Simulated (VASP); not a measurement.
# Lu (Im-3m) in VASP: further runs, part 2 of 2

VASP 6.6.1. Earlier steps stand in the parts before.

### 4 Relaxation of cell and atoms, r2SCAN

This run uses another cell than the first one, of 29.43 Å³/atom, 1.179 times its volume.

The input, POSCAR:

```
Lu
1.0
    1.9450000000      1.9450000000      1.9450000000
   -1.9450000000      1.9450000000      1.9450000000
   -1.9450000000     -1.9450000000      1.9450000000
Lu
1
Direct
    0.0000000000      0.0000000000      0.0000000000
```

The input, INCAR.step1:

```
  ALGO = Normal
  EDIFF = 1E-4
  ENCUT = 600
  GGA = PE
  ISMEAR = 0
  LASPH = T
  LCHARG = F
  LREAL = F
  LWAVE = T
  NELM = 100
  PREC = Accurate
  SIGMA = 0.05
```

The input, INCAR.step2:

```
  ALGO = Normal
  EDIFF = 1E-6
  EDIFFG = -0.03
  ENCUT = 600
  IBRION = 2
  ISIF = 3
  ISMEAR = 0
  ISTART = 1
  LASPH = T
  LCHARG = F
  LMIXTAU = T
  LREAL = F
  LWAVE = F
  METAGGA = R2SCAN
  NELM = 100
  NSW = 80
  PREC = Accurate
  SIGMA = 0.05
```

The input, KPOINTS:

```
k-points
0
Gamma
  6 6 6
```

Potentials or basis: VASP PAW PBE potentials, release 64 (Lu).

Run with:

```console
$ cat potpaw_PBE.64/Lu/POTCAR > POTCAR
$ cp INCAR.step1 INCAR
$ mpirun -np 1 vasp_std > vasp.out
$ cp INCAR.step2 INCAR
$ mpirun -np 1 vasp_std > vasp.out
```

OUTCAR:

```text
EDIFF = 1E-6
   EDIFFG = -0.03
   ENCUT = 600
   IBRION = 2
   ISIF = 3
   ISMEAR = 0
   ISTART = 1
   LASPH = T
   LREAL = F
   METAGGA = R2SCAN
   NELM = 100
   NSW = 80
   PREC = Accurate

 ion  position               nearest neighbor table
   1  0.000  0.000  0.000-

  LATTYP: Found a body centered cubic cell.
 ALAT       =     3.8900000000

  Lattice vectors:

 A1 = (   1.9450000000,  -1.9450000000,  -1.9450000000)
 A2 = (   1.9450000000,   1.9450000000,   1.9450000000)
 A3 = (  -1.9450000000,  -1.9450000000,   1.9450000000)

Analysis of symmetry for initial positions (statically):
=====================================================================
 Subroutine PRICEL returns:
 Original cell was already a primitive cell.

 Routine SETGRP: Setting up the symmetry group for a
 body centered cubic supercell.

 Subroutine GETGRP returns: Found 48 space group operations
 (whereof 48 operations were pure point group operations)
 out of a pool of 48 trial point group operations.

The static configuration has the point symmetry O_h .

Analysis of symmetry for dynamics (positions and initial velocities):
=====================================================================
 Subroutine PRICEL returns:
 Original cell was already a primitive cell.

 Routine SETGRP: Setting up the symmetry group for a
 body centered cubic supercell.

 Subroutine GETGRP returns: Found 48 space group operations
 (whereof 48 operations were pure point group operations)
 out of a pool of 48 trial point group operations.

The dynamic configuration has the point symmetry O_h .

 Subroutine INISYM returns: Found 48 space group operations
[... 153 lines left out ...]
    -1.945000000  1.945000000  1.945000000    -0.257069409  0.257069409  0.000000000
    -1.945000000 -1.945000000  1.945000000     0.000000000 -0.257069409  0.257069409

 POSITION                                       TOTAL-FORCE (eV/Angst)
 -----------------------------------------------------------------------------------
      0.00000      0.00000      0.00000         0.000000     -0.000000      0.000000
 -----------------------------------------------------------------------------------
    total drift:                               -0.000000      0.000000     -0.000000

  FREE ENERGIE OF THE ION-ELECTRON SYSTEM (eV)
  ---------------------------------------------------
  free  energy   TOTEN  =       -37.9495737645 eV

  energy  without entropy=      -37.9433057496  energy(sigma->0) =      -37.94643976

--------------------------------------- Ionic step        2  -------------------------------------------

 number of electron      24.9999997 magnetization

 Free energy of the ion-electron system (eV)
  ---------------------------------------------------
  ext. energy  EPLUGINS =         0.00000000
  ---------------------------------------------------
  free energy    TOTEN  =       -37.95091792 eV

  energy without entropy =      -37.94411603  energy(sigma->0) =      -37.94751698

 E-fermi :   2.2212     XC(G=0): -11.4707

 val. band max:        2.1932801305   @ k =   0.1667  -0.3333   0.1667
 cond. band min:       2.2372351665   @ k =   0.5000   0.1667  -0.0000
 fundamental gap:      0.0439550360
 Fermi energy:         2.2211569604

 k-point     1 :       0.0000    0.0000    0.0000
  band No.  band energies     occupation
      1     -55.9581      2.00000
      2     -25.7253      2.00000
      3     -25.7253      2.00000
      4     -25.7253      2.00000
      5      -4.1371      2.00000
      6      -3.1929      2.00000
[... 281 lines left out ...]
      3     -26.0478      2.00000
      4     -26.0478      2.00000
      5      -3.2033      2.00000
      6      -3.1536      2.00000
[... 8 lines left out ...]
     15       8.0897      0.00000
     16       8.0897      0.00000

------------------------ aborting loop because EDIFF is reached ----------------------------------------

  FORCE on cell =-STRESS in cart. coord.  units (eV):
  Direction    XX          YY          ZZ          XY          YZ          ZX
  --------------------------------------------------------------------------------------
  -------------------------------------------------------------------------------------
  Total        0.0178544      0.0178544      0.0178544      0.0000000     -0.0000000      0.0000000
  in kB        0.9581972      0.9581972      0.9581972      0.0000000     -0.0000000      0.0000000
  external PRESSURE =       0.9581972 kB  Pullay stress =       0.0000000 kB

 VOLUME and BASIS-vectors are now :
 -----------------------------------------------------------------------------
  energy-cutoff  :      600.00
  volume of cell :       29.85
      direct lattice vectors                 reciprocal lattice vectors
     1.954250293  1.954250293  1.954250293     0.255852591  0.000000000  0.255852591
    -1.954250293  1.954250293  1.954250293    -0.255852591  0.255852591  0.000000000
    -1.954250293 -1.954250293  1.954250293     0.000000000 -0.255852591  0.255852591

 POSITION                                       TOTAL-FORCE (eV/Angst)
 -----------------------------------------------------------------------------------
     -1.95425      1.95425      1.95425        -0.000000     -0.000000     -0.000000
 -----------------------------------------------------------------------------------
    total drift:                               -0.000000      0.000000      0.000000

  FREE ENERGIE OF THE ION-ELECTRON SYSTEM (eV)
  ---------------------------------------------------
  free  energy   TOTEN  =       -37.9509179219 eV

  energy  without entropy=      -37.9441160336  energy(sigma->0) =      -37.94751698

 reached required accuracy - stopping structural energy minimisation
```

Wall time 67 s (1 thread of Intel Xeon 6975P-C, shared host); peak memory 0.18 GiB.

What came out:

```yaml
Free_energy: -37.9509 eV
Relaxed_volume: 29.85 Å³/atom
Relaxed_cell: a = 3.385 Å, b = 3.385 Å, c = 3.385 Å, α = 70.53°, β = 109.47°, γ = 70.53°
Space_group_after_relaxing_to_0.05_Å: Im-3m (No. 229)
Energy_gained_by_relaxing: 1.3 meV/atom
Ionic_steps: 2
Pressure_after_relaxing: 0.1 GPa
```

The path:
| step | energy change (eV) | largest force (eV/Å) | pressure (GPa) | volume (Å³) |
| --- | --- | --- | --- | --- |
| 1 | 0.0000 | 0.0000 | 0.54 | 29.43 |
| 2 | -0.0013 | 0.0000 | 0.10 | 29.85 |

Final structure:
```yaml
crystal:
  lattice:
    - [1.95425, 1.95425, 1.95425]
    - [-1.95425, 1.95425, 1.95425]
    - [-1.95425, -1.95425, 1.95425]
  atoms:
    - { symbol: Lu, position: [0.00000, 0.00000, 0.00000] }
```

Caveat: the k points lie up to 0.38 Å⁻¹ apart in the final cell; the PAW data sets were made with another functional, which shifts forces and pressure a little; spin-orbit coupling is left out, which moves the levels of the heavy elements.

### 5 Relaxation of cell and atoms, r2SCAN, target pressure 10 GPa, at which the enthalpy is minimised

This run uses another cell than the first one, of 29.43 Å³/atom, 1.179 times its volume.

POSCAR is that of step 4.

The input, INCAR.step1:

```
SYSTEM = Lu
PREC = Accurate
ENCUT = 600
ISMEAR = 0
SIGMA = 0.05
LREAL = .False.
LASPH = .True.
NELM = 80
GGA = PE
ALGO = Normal
EDIFF = 1E-4
LWAVE = .True.
LCHARG = .False.
```

The input, INCAR.step2:

```
SYSTEM = Lu
PREC = Accurate
ENCUT = 600
EDIFF = 1E-6
ISMEAR = 0
SIGMA = 0.05
LREAL = .False.
LASPH = .True.
NELM = 80
ALGO = Normal
ISIF = 3
LWAVE = .False.
LCHARG = .False.
METAGGA = R2SCAN
LMIXTAU = .True.
IBRION = 2
NSW = 80
EDIFFG = -0.03
PSTRESS = 100.0
ISTART = 1
```

The input, KPOINTS:

```
Automatic mesh
0
Gamma
  6 6 6
  0 0 0
```

Potentials or basis: VASP PAW PBE potentials, release 64 (Lu).

Run with:

```console
$ cat potpaw_PBE.64/Lu/POTCAR > POTCAR
$ cp INCAR.step1 INCAR
$ mpirun -np 1 vasp_std > vasp.out
$ cp INCAR.step2 INCAR
$ mpirun -np 1 vasp_std > vasp.out
```

OUTCAR:

```text
SYSTEM = Lu
   PREC = Accurate
   ENCUT = 600
   EDIFF = 1E-6
   ISMEAR = 0
   LREAL = .False.
   LASPH = .True.
   NELM = 80
   ISIF = 3
   METAGGA = R2SCAN
   IBRION = 2
   NSW = 80
   EDIFFG = -0.03
   PSTRESS = 100.0
   ISTART = 1

 ion  position               nearest neighbor table
   1  0.000  0.000  0.000-

  LATTYP: Found a body centered cubic cell.
 ALAT       =     3.8900000000

  Lattice vectors:

 A1 = (   1.9450000000,  -1.9450000000,  -1.9450000000)
 A2 = (   1.9450000000,   1.9450000000,   1.9450000000)
 A3 = (  -1.9450000000,  -1.9450000000,   1.9450000000)

Analysis of symmetry for initial positions (statically):
=====================================================================
 Subroutine PRICEL returns:
 Original cell was already a primitive cell.

 Routine SETGRP: Setting up the symmetry group for a
 body centered cubic supercell.

 Subroutine GETGRP returns: Found 48 space group operations
 (whereof 48 operations were pure point group operations)
 out of a pool of 48 trial point group operations.

The static configuration has the point symmetry O_h .

Analysis of symmetry for dynamics (positions and initial velocities):
=====================================================================
 Subroutine PRICEL returns:
 Original cell was already a primitive cell.

 Routine SETGRP: Setting up the symmetry group for a
 body centered cubic supercell.

 Subroutine GETGRP returns: Found 48 space group operations
 (whereof 48 operations were pure point group operations)
 out of a pool of 48 trial point group operations.

The dynamic configuration has the point symmetry O_h .

 Subroutine INISYM returns: Found 48 space group operations
 (whereof 48 operations are pure point group operations),
 and found     1 'primitive' translations

----------------------------------------------------------------------------------------

                                     Primitive cell

  volume of cell :      29.4319

  direct lattice vectors                    reciprocal lattice vectors
     1.945000000  1.945000000  1.945000000     0.257069409  0.000000000  0.257069409
    -1.945000000  1.945000000  1.945000000    -0.257069409  0.257069409  0.000000000
    -1.945000000 -1.945000000  1.945000000     0.000000000 -0.257069409  0.257069409

  length of vectors
     3.368838821  3.368838821  3.368838821     0.363551044  0.363551044  0.363551044

  position of ions in fractional coordinates (direct lattice)
     0.000000000  0.000000000  0.000000000

  ion indices of the primitive-cell ions
   primitive index   ion index
                 1           1

----------------------------------------------------------------------------------------

 KPOINTS: Automatic mesh

Automatic generation of k-mesh.
 Grid dimensions read from file:
 generate k-points for:    6    6    6

 Generating k-lattice:

  Cartesian coordinates                     Fractional coordinates (reciprocal lattice)
     0.042844901  0.000000000  0.042844901     0.166666667  0.000000000  0.000000000
    -0.042844901  0.042844901  0.000000000     0.000000000  0.166666667  0.000000000
     0.000000000 -0.042844901  0.042844901     0.000000000  0.000000000  0.166666667

  Length of vectors
     0.060591841  0.060591841  0.060591841

  Shift w.r.t. Gamma in fractional coordinates (k-lattice)
     0.000000000  0.000000000  0.000000000

 Subroutine IBZKPT returns following result:
 ===========================================

 Found     16 irreducible k-points:

 Following reciprocal coordinates:
            Coordinates               Weight
  0.000000  0.000000  0.000000      1.000000
  0.166667  0.000000  0.000000     12.000000
  0.333333  0.000000  0.000000     12.000000
  0.500000  0.000000  0.000000      6.000000
  0.333333  0.166667  0.000000     24.000000
  0.500000  0.166667 -0.000000     48.000000
[... 8 lines left out ...]
  0.500000  0.333333  0.333333     12.000000
  0.500000  0.500000  0.500000      1.000000
   k-points           NKPTS =     16   k-points in BZ     NKDIM =     16   number of bands    NBANDS=     16
   number of dos      NEDOS =    301   number of ions     NIONS =      1
   total plane-waves  NPLWV =  21952
   dimension x,y,z NGX =    28 NGY =   28 NGZ =   28
   dimension x,y,z NGXF=    56 NGYF=   56 NGZF=   56
   ions per type =               1
   NGX,Y,Z   is equivalent  to a cutoff of  13.82, 13.82, 13.82 a.u.
   NGXF,Y,Z  is equivalent  to a cutoff of  27.63, 27.63, 27.63 a.u.
 SYSTEM =  Lu
   PREC   = accura    normal or accurate (medium, high low for compatibility)
   ISTART =      1    job   : 0-new  1-cont  2-samecut
   ICHARG =      0    charge: 1-file 2-atom 10-const
   ISPIN  =      1    spin polarized calculation?
   LNONCOLLINEAR =      F non collinear calculations
   LSORBIT =      F    spin-orbit coupling
   LASPH  =      T    aspherical Exc in radial PAW
   ENCUT  =  600.0 eV  44.10 Ry    6.64 a.u.   6.73  6.73  6.73*2*pi/ulx,y,z
   NELM   =     80;   NELMIN=  2; NELMDL=  0     # of ELM steps
   EDIFF  = 0.1E-05   stopping-criterion for ELM
   LREAL  =      F    real-space projection
   EDIFFG = -.3E-01   stopping-criterion for IOM
   NSW    =     80    number of steps for IOM
   IBRION =      2    ionic relax: 0-MD 1-quasi-New 2-CG
   NFREE  =      1    steps in history (QN), initial steepest desc. (CG)
   ISIF   =      3    stress and relaxation
   ISYM   =      2    0-nonsym 1-usesym 2-fastsym
   POTIM  = 0.5000    time-step for ionic-motion
   TEBEG  =    0.0;   TEEND  =   0.0 temperature during run
   PSTRESS=  100.0 pullay stress
   NELECT =      25.0000    total number of electrons
   NUPDOWN=      -1.0000    fix difference up-down
   EMIN   =  10.00;   EMAX   =-10.00  energy-range for DOS
   EFERMI =   0.00;   METHOD = LEGACY
   ISMEAR =     0;   SIGMA  =   0.05  broadening in eV -4-tet -1-fermi 0-gaus
   EFERMI_NEDOS =   21; number of points for ismear=-14 and -15
   IALGO  =     38    algorithm
   IMIX   =      4    mixing-type and parameters
     AMIX     =   0.40;   BMIX     =  1.00
     AMIX_MAG =   1.60;   BMIX_MAG =  1.00
  volume/ion in A,a.u.               =      29.43       198.62
  Fermi-wavevector in a.u.,A,eV,Ry     =   1.550417  2.929864 32.705594  2.403793
  Thomas-Fermi vector in A             =   2.655083
   LORBIT       =      0    0 simple, 1 ext, 2 COOP (PROOUT), +10 PAW based schemes
   METAGGA = R2SCAN    functional components
   LHFCALC =     F    Hartree Fock is set to
   AEXX    =    0.0000 exact exchange contribution
   IVDW    =     0    specifies the selected vdW correction
   LEPSILON=     F    determine dielectric tensor
   LRPA    =     F    only Hartree local field effects (RPA)
 conjugate gradient relaxation of ions
 non-spin polarized calculation
 Gauss-broadening in eV      SIGMA  =   0.05
  energy-cutoff  :      600.00
  volume of cell :       29.43
 maximum number of plane-waves:       997
   NGX = 13   NGY = 13   NGZ = 13

--------------------------------------- Ionic step        1  -------------------------------------------

 number of electron      24.9999992 magnetization

 Free energy of the ion-electron system (eV)
  ---------------------------------------------------
  ext. energy  EPLUGINS =         0.00000000
  ---------------------------------------------------
  free energy    TOTEN  =       -37.94957376 eV

  energy without entropy =      -37.94330575  energy(sigma->0) =      -37.94643976

------------------------ aborting loop because EDIFF is reached ----------------------------------------

  FORCE on cell =-STRESS in cart. coord.  units (eV):
  Direction    XX          YY          ZZ          XY          YZ          ZX
  --------------------------------------------------------------------------------------
  -------------------------------------------------------------------------------------
  Total        0.0985836      0.0985836      0.0985836     -0.0000000     -0.0000000     -0.0000000
  in kB        5.3665657      5.3665657      5.3665657     -0.0000000     -0.0000000     -0.0000000
  external PRESSURE =     -94.6334343 kB  Pullay stress =     100.0000000 kB
[... 135 lines left out ...]
--------------------------------------- Ionic step        5  -------------------------------------------

 number of electron      25.0000005 magnetization

 E-fermi :   3.2645     XC(G=0): -12.6894

 val. band max:        3.1779354336   @ k =   0.1667   0.5000   0.1667
 cond. band min:       3.2958388100   @ k =   0.5000   0.1667  -0.0000
 fundamental gap:      0.1179033765
 Fermi energy:         3.2644948062

 k-point     1 :       0.0000    0.0000    0.0000
  band No.  band energies     occupation
      1     -54.5528      2.00000
      2     -24.1459      2.00000
      3     -24.1458      2.00000
      4     -24.1458      2.00000
      5      -3.7670      2.00000
      6      -1.9291      2.00000
[... 329 lines left out ...]
--------------------------------------- Ionic step        6  -------------------------------------------

 number of electron      24.9999999 magnetization

 Free energy of the ion-electron system (eV)
  ---------------------------------------------------
  ext. energy  EPLUGINS =         0.00000000
  ---------------------------------------------------
  free energy    TOTEN  =       -37.80432658 eV

  energy without entropy =      -37.79739198  energy(sigma->0) =      -37.80085928

 E-fermi :   3.0206     XC(G=0): -12.3968

 val. band max:        2.9903129318   @ k =   0.1667   0.5000   0.1667
 cond. band min:       3.0413826401   @ k =   0.1667  -0.3333   0.1667
 fundamental gap:      0.0510697083
 Fermi energy:         3.0205644627

 k-point     1 :       0.0000    0.0000    0.0000
  band No.  band energies     occupation
      1     -54.8630      2.00000
      2     -24.5096      2.00000
      3     -24.5096      2.00000
      4     -24.5096      2.00000
      5      -3.8702      2.00000
      6      -2.2055      2.00000
[... 325 lines left out ...]
  energy  without entropy=      -37.7973919809  energy(sigma->0) =      -37.80085928

  enthalpy is  TOTEN    =       -36.2317589012 eV   P V=        1.5725676770

 reached required accuracy - stopping structural energy minimisation
```

Run time: 4 min. Hardware: 1 thread of Intel Xeon 6975P-C, shared host; peak memory 0.19 GiB.

Results:

* Free energy: -37.8043 eV
* Relaxed volume: 25.20 Å³/atom
* Relaxed cell: a = 3.199 Å, b = 3.199 Å, c = 3.199 Å, α = 70.53°, β = 109.47°, γ = 70.53°
* Space group after relaxing (to 0.05 Å): Im-3m (No. 229)
* Energy change on relaxing (the enthalpy is what falls): +145.2 meV/atom
* Ionic steps: 6
* Pressure after relaxing: 9.9 GPa

Step by step:
| step | energy change (eV) | largest force (eV/Å) | pressure (GPa) | volume (Å³) |
| --- | --- | --- | --- | --- |
| 1 | 0.0000 | 0.0000 | 0.54 | 29.43 |
| 2 | 0.3757 | 0.0000 | 19.49 | 22.63 |
| 3 | 0.1289 | 0.0000 | 9.63 | 25.46 |
| 4 | 0.1363 | 0.0000 | 9.58 | 25.34 |
| 5 | 0.2367 | 0.0000 | 13.83 | 23.96 |
| 6 | 0.1452 | 0.0000 | 9.91 | 25.20 |

Final structure:
```
Lu
1.0
     1.84680    1.84680    1.84680
    -1.84680    1.84680    1.84680
    -1.84680   -1.84680    1.84680
Lu
1
Direct
  0.00000 0.00000 0.00000
```

Caveat: the k points lie up to 0.40 Å⁻¹ apart in the final cell; the cell is relaxed towards a set pressure, so the enthalpy falls and the energy may rise; the PAW data sets were made with another functional, which shifts forces and pressure a little; spin-orbit coupling is left out, which moves the levels of the heavy elements.

### 6 Summary

```csv
task,cell,cutoff (eV),gap on the mesh (eV),pressure (GPa)
single point,"a = 3.189 Å, angles 70.5, 109.5, 70.5°, 1 atom",520,none,10.5
single point,"a = 3.380 Å, angles 70.5, 109.5, 70.5°, 1 atom",520,none,0.2
relaxation of cell and atoms,"relaxed from a = 3.369 Å, angles 70.5, 109.5, 70.5°, 1 atom",600,none,0.1
relaxation of cell and atoms,"relaxed to 10 GPa from a = 3.369 Å, angles 70.5, 109.5, 70.5°, 1 atom",600,none,9.9
```

Alike in all rows: level r2SCAN; potentials or basis VASP PAW PBE potentials, release 64 (Lu); no spin polarisation; k mesh 6 × 6 × 6; smearing gaussian 0.05 eV.

Caveats: all runs use coarse meshes; the PAW data sets were made with another functional, which shifts forces and pressure a little; spin-orbit coupling is left out, which moves the levels of the heavy elements; the cell is relaxed towards a set pressure, so the enthalpy falls and the energy may rise (some runs).

Total energies depend on the potentials used, so only differences within one code and one set of settings carry meaning.
